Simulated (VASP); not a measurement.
## Hg: single point with PBE

Crystal: Hg.

```
CELL_PARAMETERS angstrom
3.48121 0.00000 0.00000
-1.74060 3.01481 0.00000
0.00000 0.00000 5.48564
ATOMIC_POSITIONS crystal
Hg 0.33333 0.66667 0.25000
Hg 0.66667 0.33333 0.75000
```

This cell differs from its parent crystal: volume scaled by 0.92.

```yaml
Program: VASP 6.6.1
Task: single point
Functional: PBE
Potentials_or_basis: VASP PAW PBE potentials, release 64 (Hg)
Cutoff: 520 eV
k_mesh: 14 × 14 × 8
Occupations: fermi-dirac, width 0.05 eV
Spin: no spin polarisation
Dipole_correction: no
Further_INCAR_settings: ALGO = Normal; EDIFF = 1e-07; NBANDS = 19
```

| Quantity | Value |
| --- | --- |
| Pressure | 0.9 GPa |
| Band gap on the k mesh | zero (band 12 reaches 0.89 eV, above the bottom of band 13 at 0.69 eV) |

Levels at points of the mesh, in eV from the Fermi level:
| k point | band 9 | band 10 | band 11 | band 12 | band 13 | band 14 | band 15 | band 16 |
| --- | --- | --- | --- | --- | --- | --- | --- | --- |
| (0.00, 0.00, 0.00) | -5.81 | -5.29 | -5.29 | -1.21 | -0.23 | 10.92 | 10.92 | 12.71 |
| (0.50, 0.00, 0.00) | -5.22 | -5.20 | -2.22 | -1.60 | 2.60 | 3.46 | 4.25 | 6.55 |
| (0.00, 0.00, 0.50) | -5.45 | -5.45 | -5.36 | -5.36 | 6.69 | 6.69 | 11.92 | 11.92 |
| (0.50, 0.00, 0.50) | -5.25 | -5.25 | -1.12 | -1.12 | 0.40 | 0.40 | 8.43 | 8.43 |

It took 66 s on 1 thread of Intel(R) Xeon(R) Platinum 8375C CPU @ 2.90GHz (Ice Lake), on a shared host, peak memory 0.25 GiB.

Caveat: spin-orbit coupling is left out, which moves the levels of the heavy elements.
